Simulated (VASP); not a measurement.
Write the native input for VASP 6.6.1 that does the following.

* Task: single point
* Functional: PBEsol
* Potentials or basis: VASP PAW PBE potentials, release 64 (Ir)
* Cutoff: 520 eV
* k mesh: 21 × 21 × 12
* Occupations: gaussian, width 0.15 eV
* Spin: collinear spin, ferromagnetic start
* Starting moments: [0.1, 0.1] μB
* Fixed moment: 0.2 μB
* Dipole correction: no
* Further INCAR settings: ALGO = Normal; EDIFF = 1e-07; NBANDS = 20

The structure of Ir lies in POSCAR:

```
Ir
1.0
    2.5448121180      0.0000000000      0.0000000000
   -1.2724060590      2.2038719420      0.0000000000
    0.0000000000      0.0000000000      4.1259244814
Ir
2
Direct
    0.6666666667      0.3333333333      0.7500000000
    0.3333333333      0.6666666667      0.2500000000
```

These files were run (other wordings do the same):

INCAR

```
SYSTEM = Ir
ALGO = Normal ; EDIFF = 1E-7
ENCUT = 520 ; GGA = PS
ISIF = 2 ; ISMEAR = 0
ISPIN = 2 ; LASPH = .True.
LCHARG = .True. ; LELF = .True.
LMAXMIX = 4 ; LORBIT = 11
LREAL = .False. ; LVHAR = .True.
LWAVE = .False. ; MAGMOM = 0.1 0.1
NBANDS = 20 ; NELM = 150
NUPDOWN = 0.2 ; PREC = Accurate
SIGMA = 0.15
```

KPOINTS

```
k-points
0
Gamma
  21 21 12
  0 0 0
```

Potentials or basis: VASP PAW PBE potentials, release 64 (Ir).

Command:

```sh
$ cat potpaw_PBE.64/Ir/POTCAR > POTCAR
$ mpirun -np 1 vasp_std > vasp.out
```

It gave:

```
Pressure     : 128.6 GPa
Net moment   : 0.20 μB per cell
Site moments : Ir +0.10 μB
```

Caveat: the PAW data sets were made with another functional, which shifts forces and pressure a little; the total moment is fixed, so each spin has its own Fermi level.

Wall time 3.7 min on 1 thread of AMD EPYC 9R45 (Zen 5), with other jobs on the host, peak memory 0.28 GiB.
